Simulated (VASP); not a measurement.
# TaVN2 (P4/mmm) in VASP: further runs, part 2 of 2

VASP 6.6.1. Earlier steps stand in the parts before.

### Step 3. Relaxation of cell and atoms, revPBE, collinear spin, ferromagnetic start

Contents of INCAR:

```
SYSTEM = TaVN2
ALGO = Normal
EDIFF = 1E-6
EDIFFG = -0.01
ENCUT = 600
GGA = RE
IBRION = 2
ISIF = 3
ISMEAR = -1
ISPIN = 2
LASPH = .True.
LCHARG = .False.
LMAXMIX = 4
LORBIT = 11
LREAL = .False.
LWAVE = .False.
MAGMOM = 0 2 0 0
NELM = 150
NSW = 60
PREC = Accurate
SIGMA = 0.05
```

Contents of KPOINTS:

```
k-points
0
Gamma
  9 9 6
  0 0 0
```

Contents of POSCAR:

```
TaVN2
1.0
    3.0498670000      0.0000000000      0.0000000000
    0.0000000000      3.0498670000      0.0000000000
    0.0000000000      0.0000000000      4.2960620000
Ta V N
1 1 2
Direct
    0.0000000000      0.0000000000      0.0000000000
    0.5000000000      0.5000000000      0.5000000000
    0.5000000000      0.5000000000      0.0000000000
    0.0000000000      0.0000000000      0.5000000000
```

Potentials or basis: VASP PAW PBE potentials, release 64 (Ta_pv, V_sv, N).

Started as:

```console
$ cat potpaw_PBE.64/Ta_pv/POTCAR potpaw_PBE.64/V_sv/POTCAR potpaw_PBE.64/N/POTCAR > POTCAR
$ mpirun -np 1 vasp_std > vasp.out
```

Run time: 4 min. Hardware: 1 thread of AMD EPYC 9R14 (Zen 4), shared host; peak memory 0.23 GiB.

Results (log left out):

| Item | Value |
| --- | --- |
| Free energy | -39.6166 eV |
| Relaxed volume | 10.13 Å³/atom |
| Relaxed cell | a = 3.064 Å, b = 3.064 Å, c = 4.316 Å, α = 90.00°, β = 90.00°, γ = 90.00° |
| Space group after relaxing (to 0.1 Å) | P4/mmm (No. 123) |
| Energy gained by relaxing | 1.7 meV/atom |
| Ionic steps | 3 |
| Pressure after relaxing | 0.0 GPa |
| Net moment | 1.29 μB per cell |
| Site moments | Ta -0.07; V +1.23; N +0.02 μB |
| Valence electrons inside the program's atomic spheres | Ta 8.91; V 11.53; N 3.77, 3.73 |

Step by step:
| step | energy change (eV) | largest force (eV/Å) | pressure (GPa) | volume (Å³) |
| --- | --- | --- | --- | --- |
| 1 | 0.0000 | 0.0000 | 3.91 | 39.96 |
| 2 | 0.0092 | 0.0000 | -5.64 | 41.39 |
| 3 | -0.0066 | 0.0000 | -0.02 | 40.51 |

Final structure:
```yaml
crystal:
  lattice:
    - [3.06375, 0.00000, 0.00000]
    - [0.00000, 3.06375, 0.00000]
    - [0.00000, 0.00000, 4.31587]
  atoms:
    - { symbol: Ta, position: [0.00000, 0.00000, 0.00000] }
    - { symbol: V, position: [0.50000, 0.50000, 0.50000] }
    - { symbol: N, position: [0.50000, 0.50000, 0.00000] }
    - { symbol: N, position: [0.00000, 0.00000, 0.50000] }
```

Levels at points of the mesh, in eV from the Fermi level:
Spin up:
```
           k point  band 14  band 15  band 16  band 17  band 18  band 19  band 20  band 21
(0.00, 0.00, 0.00)    -2.87    -2.84    -2.84    -1.86    -1.86    -1.74    -0.42    -0.21
(0.00, 0.00, 0.50)    -4.05    -4.05    -3.95    -2.77    -0.21     0.04     0.04     1.31
```
Spin down:
```
           k point  band 14  band 15  band 16  band 17  band 18  band 19  band 20  band 21
(0.00, 0.00, 0.00)    -2.83    -2.83    -2.79    -1.06    -1.06    -0.97     0.18     0.27
(0.00, 0.00, 0.50)    -4.06    -4.06    -3.96    -1.86     0.54     1.29     1.50     1.50
```

Caveat: the PAW data sets were made with another functional, which shifts forces and pressure a little; spin-orbit coupling is left out, which moves the levels of the heavy elements. With open d or f shells a metallic result of revPBE can be an artefact of self-interaction; +U or a hybrid may open a gap.

### Step 4. Single point, PBE

Contents of INCAR:

```
ALGO = Normal
EDIFF = 1E-6
ENCUT = 520
GGA = PE
ISIF = 2
ISMEAR = -1
LASPH = True
LCHARG = False
LREAL = False
LWAVE = False
NBANDS = 25
NELM = 80
PREC = Accurate
SIGMA = 0.05
```

Contents of KPOINTS:

```
k-points
0
Gamma
  9 9 6
```

POSCAR is that of step 3.

Started as:

```console
$ cat potpaw_PBE.64/Ta_pv/POTCAR potpaw_PBE.64/V_sv/POTCAR potpaw_PBE.64/N/POTCAR > POTCAR
$ mpirun -np 1 vasp_std > vasp.out
```

It took 60 s on 1 thread of Intel Xeon 8259CL, shared host; peak memory 0.19 GiB.

Results (log left out):

- Free energy: -41.2301 eV
- Pressure: -2.4 GPa
- Band gap on the k mesh: zero (bands 17 and 18 overlap by 2.15 eV)

Stress tensor (GPa, compression positive):
```
-1.60  0.00  0.00
 0.00 -1.60  0.00
 0.00  0.00 -4.11
```

Levels at points of the mesh, in eV from the Fermi level:
| k point | band 15 | band 16 | band 17 | band 18 | band 19 | band 20 |
| --- | --- | --- | --- | --- | --- | --- |
| (0.00, 0.00, 0.00) | -2.86 | -2.86 | -1.53 | -1.53 | -1.46 | -0.22 |
| (0.00, 0.00, 0.50) | -4.09 | -3.96 | -2.46 | 0.03 | 0.59 | 0.59 |

Caveat: spin-orbit coupling is left out, which moves the levels of the heavy elements; the run has no spin polarisation, though such a crystal can be magnetic.

### Step 5. Single point, PBE, collinear spin, ferromagnetic start

Contents of INCAR:

```
  PREC = Accurate
  ENCUT = 520
  EDIFF = 1E-7
  ISMEAR = -1
  SIGMA = 0.05
  LREAL = F
  LASPH = T
  NELM = 150
  ALGO = Normal
  ISIF = 2
  LWAVE = F
  LCHARG = F
  ISPIN = 2
  MAGMOM = 0 2 0 0
  LORBIT = 11
  LMAXMIX = 4
  GGA = PE
  NBANDS = 29
```

Contents of KPOINTS:

```
Automatic mesh
0
Gamma
  9 9 6
```

POSCAR is that of step 4.

Started as:

```console
$ cat potpaw_PBE.64/Ta_pv/POTCAR potpaw_PBE.64/V_sv/POTCAR potpaw_PBE.64/N/POTCAR > POTCAR
$ mpirun -np 1 vasp_std > vasp.out
```

It took 3.6 min on 1 thread of Intel Xeon 8259CL, shared host; peak memory 0.24 GiB.

The run converged. Its results:

```yaml
Free_energy: -41.2668 eV
Pressure: -0.1 GPa
Net_moment: 1.14 μB per cell
Site_moments: Ta -0.06; V +1.09; N +0.02 μB
Valence_electrons_inside_the_program's_atomic_spheres: Ta 8.94; V 11.55; N 3.78, 3.74
```

Stress tensor (GPa, compression positive):
```
 0.00  0.00  0.00
 0.00  0.00  0.00
 0.00  0.00 -0.19
```

Levels at points of the mesh, in eV from the Fermi level:
Spin up:
```tsv
k point	band 14	band 15	band 16	band 17	band 18	band 19	band 20	band 21
(0.00, 0.00, 0.00)	-2.90	-2.88	-2.88	-1.86	-1.86	-1.74	-0.44	-0.23
(0.00, 0.00, 0.50)	-4.11	-4.11	-4.01	-2.78	-0.22	0.10	0.10	1.34
```
Spin down:
```
           k point  band 15  band 16  band 17  band 18  band 19  band 20
(0.00, 0.00, 0.00)    -2.86    -2.82    -1.15    -1.15    -1.11     0.10
(0.00, 0.00, 0.50)    -4.11    -4.02    -2.04     0.44     1.32     1.36
```

Caveat: spin-orbit coupling is left out, which moves the levels of the heavy elements.

### Step 6. Single point, PBE, collinear spin, ferromagnetic start

Contents of INCAR:

```
SYSTEM = TaVN2
  PREC = Accurate
  ENCUT = 520
  EDIFF = 1E-6
  ISMEAR = -1
  SIGMA = 0.05
  LREAL = .False.
  LASPH = .True.
  NELM = 150
  ALGO = Normal
  ISIF = 2
  LWAVE = .False.
  LCHARG = .False.
  ISPIN = 2
  MAGMOM = 0 1.46 0 0
  LORBIT = 11
  LMAXMIX = 4
  GGA = PE
  NBANDS = 29
```

Contents of KPOINTS:

```
regular mesh
0
Gamma
  9 9 6
  0 0 0
```

POSCAR is that of step 5.

Potentials or basis: VASP PAW PBE potentials, release 64 (Ta_pv, V_sv, N).

Started as:

```console
$ cat potpaw_PBE.64/Ta_pv/POTCAR potpaw_PBE.64/V_sv/POTCAR potpaw_PBE.64/N/POTCAR > POTCAR
$ mpirun -np 1 vasp_std > vasp.out
```

Wall time 3.4 min (1 thread of Intel Xeon 8259CL, shared host); peak memory 0.24 GiB.

Results (log left out):

| Property | Result |
| --- | --- |
| Free energy | -41.2668 eV |
| Pressure | -0.1 GPa |
| Net moment | 1.14 μB per cell |
| Site moments | Ta -0.06; V +1.09; N +0.02 μB |
| Valence electrons inside the program's atomic spheres | Ta 8.94; V 11.55; N 3.78, 3.74 |

Stress tensor (GPa, compression positive):
```
 0.01  0.00  0.00
 0.00  0.01  0.00
 0.00  0.00 -0.19
```

Levels at points of the mesh, in eV from the Fermi level:
Spin up:
| k point | band 15 | band 16 | band 17 | band 18 | band 19 | band 20 |
| --- | --- | --- | --- | --- | --- | --- |
| (0.00, 0.00, 0.00) | -2.88 | -2.88 | -1.86 | -1.86 | -1.74 | -0.44 |
| (0.00, 0.00, 0.50) | -4.11 | -4.01 | -2.78 | -0.22 | 0.10 | 0.10 |
Spin down:
| k point | band 14 | band 15 | band 16 | band 17 | band 18 | band 19 | band 20 | band 21 |
| --- | --- | --- | --- | --- | --- | --- | --- | --- |
| (0.00, 0.00, 0.00) | -2.86 | -2.86 | -2.82 | -1.15 | -1.15 | -1.11 | 0.10 | 0.19 |
| (0.00, 0.00, 0.50) | -4.11 | -4.11 | -4.02 | -2.04 | 0.44 | 1.32 | 1.36 | 1.36 |

Caveat: spin-orbit coupling is left out, which moves the levels of the heavy elements. With open d or f shells a metallic result of PBE can be an artefact of self-interaction; +U or a hybrid may open a gap.

### Step 7. The runs side by side

| task | level | potentials or basis | spin | cell | cutoff (eV) | gap on the mesh (eV) | pressure (GPa) | moment (μB) | relaxed volume (Å³/atom) |
| --- | --- | --- | --- | --- | --- | --- | --- | --- | --- |
| relaxation of cell and atoms | LDA | VASP PAW LDA potentials, release 64 (Ta_pv, V_sv, N) | collinear, ferromagnetic start | relaxed | 600 | none | 0.0 | 0.00 | 9.45 |
| relaxation of cell and atoms | revPBE | VASP PAW PBE potentials, release 64 (Ta_pv, V_sv, N) | collinear, ferromagnetic start | relaxed | 600 | none | 0.0 | 1.29 | 10.13 |
| single point | PBE | VASP PAW PBE potentials, release 64 (Ta_pv, V_sv, N) | off | as given | 520 | none | -2.4 | - | - |
| single point | PBE | VASP PAW PBE potentials, release 64 (Ta_pv, V_sv, N) | collinear, ferromagnetic start | as given | 520 | none | -0.1 | 1.14 | - |

Alike in all rows: k mesh 9 × 9 × 6; smearing fermi-dirac 0.05 eV.

Caveats: spin-orbit coupling is left out, which moves the levels of the heavy elements; the moments typed at the start vanished in this run (at least some runs); the PAW data sets were made with another functional, which shifts forces and pressure a little (at least some runs).

Total energies depend on the potentials used, so only differences within one code and one set of settings carry meaning.
